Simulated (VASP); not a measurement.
# Si8C6N (a cell with a defect) in VASP: further runs, part 2 of 2

VASP 6.6.1. Earlier steps stand in the parts before.

## 5. Single point, PBEsol

The input, INCAR:

```
SYSTEM = Si8C6N
PREC = Accurate
ENCUT = 520
EDIFF = 1E-6
ISMEAR = 0
SIGMA = 0.02
LREAL = Auto
LASPH = .True.
NELM = 100
ALGO = Normal
ISIF = 2
LWAVE = .False.
LCHARG = .False.
GGA = PS
NELECT = 60.0
NBANDS = 44
```

The input, KPOINTS:

```
regular mesh
0
Gamma
  2 3 3
  0 0 0
```

The input, POSCAR:

```
Si8C6N
1.0
   -3.0760000000     -5.3277880000      0.0000000000
    4.6140000000     -2.6638940000      0.0000000000
    0.0000000000      0.0000000000      5.0480000000
Si C N
8 6 1
Direct
    0.5003288972      0.3138126762     -0.0070639857
    0.5004414212      0.6450719141      0.4612113708
    0.2579680372      0.8166308371     -0.0016973059
    0.2225136590      0.1702659331      0.5075089144
    0.0003224736      0.3230860271      0.0154227417
    0.0005294664      0.6706817596      0.5454657290
    0.7424771756      0.8165144760     -0.0021798732
    0.7782778717      0.1696950007      0.5072838748
    0.5003861939      0.2857206182      0.3697052298
    0.5002132863      0.6494228584      0.8543547940
    0.2467355657      0.1521457738      0.8832194929
    0.0001212584      0.3847303838      0.3821032092
    0.0002753669      0.6549070283      0.9022333597
    0.7539453862      0.1520600364      0.8831081616
    0.0007542737      0.9524419476      0.4031533281
```

Potentials or basis: VASP PAW PBE potentials, release 64 (Si, C, N).

Run with:

```bash
$ cat potpaw_PBE.64/Si/POTCAR potpaw_PBE.64/C/POTCAR potpaw_PBE.64/N/POTCAR > POTCAR
$ mpirun -np 1 vasp_std > vasp.out
```

OUTCAR:

```text
SYSTEM = Si8C6N
   PREC = Accurate
   ENCUT = 520
   EDIFF = 1E-6
   ISMEAR = 0
   LREAL = Auto
   LASPH = .True.
   NELM = 100
   ISIF = 2
   GGA = PS
   NELECT = 60.0

 ion  position               nearest neighbor table
   1  0.500  0.314  0.993-  11 1.87  14 1.87   9 1.91  10 1.92   2 2.95   7 3.04   3 3.04   7 3.06
                             3 3.07   5 3.08   5 3.08   4 3.08   8 3.09
   2  0.500  0.645  0.461-   9 1.97  10 1.98   3 2.92   7 2.92   1 2.95   4 3.06   8 3.06   6 3.11
                             6 3.11
   3  0.258  0.817  0.998-  13 1.87  11 1.88  10 1.88   6 2.89   2 2.92   7 2.98   1 3.04   1 3.07
                             5 3.07   4 3.12   5 3.13
[... 688 lines left out ...]
    -3.076000000 -5.327788000  0.000000000    -0.081274382 -0.140771367  0.000000000
     4.614000000 -2.663894000  0.000000000     0.162548765 -0.093847578  0.000000000
     0.000000000  0.000000000  5.048000000     0.000000000  0.000000000  0.198098257

 POSITION                                       TOTAL-FORCE (eV/Angst)
 -----------------------------------------------------------------------------------
     -0.09108     -3.50161      5.01234         0.001879     -0.003246     -0.008004
      1.43700     -4.38465      2.32819         0.020183     -0.009843      0.000305
      2.97442     -3.54982      5.03943        -0.004769      0.001407      0.015526
      0.10116     -1.63908      2.56190        -0.009977     -0.005075      0.007399
      1.48973     -0.86239      0.07785         0.001764      0.000724     -0.000993
      3.09290     -1.78945      2.75351         0.007693     -0.003493      0.011679
      1.48354     -6.13087      5.03700        -0.002410     -0.002486      0.021368
     -1.61101     -4.59855      2.56077         0.017379      0.010340      0.014509
     -0.22087     -3.42708      1.86627        -0.014016      0.009259      0.006347
      1.45778     -4.39502      4.31278        -0.009538      0.009206     -0.017156
     -0.05696     -1.71986      4.45849         0.004530     -0.009796     -0.001743
      1.77477     -1.02553      1.92886         0.014380     -0.020679     -0.020196
      3.02089     -1.74607      4.55447        -0.005944     -0.000483     -0.002064
     -1.61753     -4.42193      4.45793         0.015617      0.002667     -0.005422
      4.39225     -2.54122      2.03512        -0.036771      0.021496     -0.021556
 -----------------------------------------------------------------------------------
    total drift:                                0.006674     -0.008618     -0.026426

  FREE ENERGIE OF THE ION-ELECTRON SYSTEM (eV)
  ---------------------------------------------------
  free  energy   TOTEN  =      -120.3681758266 eV

  energy  without entropy=     -120.3681758266  energy(sigma->0) =     -120.36817583
```

OSZICAR:

```text
N       E                     dE             d eps       ncg     rms          rms(c)
DAV:   1     0.161908132567E+03    0.16191E+03   -0.27075E+04   880   0.122E+03
DAV:   2    -0.114266713069E+03   -0.27617E+03   -0.26248E+03  1088   0.218E+02
DAV:   3    -0.133154183730E+03   -0.18887E+02   -0.18692E+02  1120   0.549E+01
DAV:   4    -0.133515838886E+03   -0.36166E+00   -0.36067E+00  1120   0.847E+00
DAV:   5    -0.133522719053E+03   -0.68802E-02   -0.68765E-02  1128   0.111E+00    0.236E+01
DAV:   6    -0.120688925677E+03    0.12834E+02   -0.39712E+01  1036   0.225E+01    0.108E+01
DAV:   7    -0.120473959665E+03    0.21497E+00   -0.42412E+00  1120   0.794E+00    0.472E+00
DAV:   8    -0.120386690936E+03    0.87269E-01   -0.33831E-01  1044   0.246E+00    0.188E+00
DAV:   9    -0.120367987090E+03    0.18704E-01   -0.42573E-02  1144   0.112E+00    0.282E-01
DAV:  10    -0.120368174200E+03   -0.18711E-03   -0.82399E-03  1028   0.451E-01    0.198E-01
DAV:  11    -0.120368223941E+03   -0.49741E-04   -0.22959E-03  1088   0.216E-01    0.937E-02
DAV:  12    -0.120368171654E+03    0.52287E-04   -0.64211E-04  1192   0.144E-01    0.437E-02
DAV:  13    -0.120368175342E+03   -0.36881E-05   -0.94926E-05  1048   0.475E-02    0.105E-02
DAV:  14    -0.120368175885E+03   -0.54307E-06   -0.23104E-05  1096   0.210E-02    0.878E-03
DAV:  15    -0.120368175827E+03    0.58114E-07   -0.22632E-06   768   0.690E-03
   1 F= -.12036818E+03 E0= -.12036818E+03  d E =-.263758E-13
```

Wall time 41 s (1 thread of Intel Xeon 6975P-C (Granite Rapids), shared host); peak memory 0.28 GiB.

Results:

| Item | Value |
| --- | --- |
| Free energy | -120.3682 eV |
| Largest force | 0.048 eV/Å |

Forces on the atoms (eV/Å):
```
Si   0.002 -0.003 -0.008
Si   0.020 -0.010  0.000
Si  -0.005  0.001  0.016
Si  -0.010 -0.005  0.007
Si   0.002  0.001 -0.001
Si   0.008 -0.003  0.012
Si  -0.002 -0.002  0.021
Si   0.017  0.010  0.015
C   -0.014  0.009  0.006
C   -0.010  0.009 -0.017
C    0.005 -0.010 -0.002
C    0.014 -0.021 -0.020
C   -0.006  0.000 -0.002
C    0.016  0.003 -0.005
N   -0.037  0.021 -0.022
```

Caveat: the k points lie up to 0.51 Å⁻¹ apart; the cell carries a net charge on a neutralising background, which shifts energy and pressure; the PAW data sets were made with another functional, which shifts forces and pressure a little.
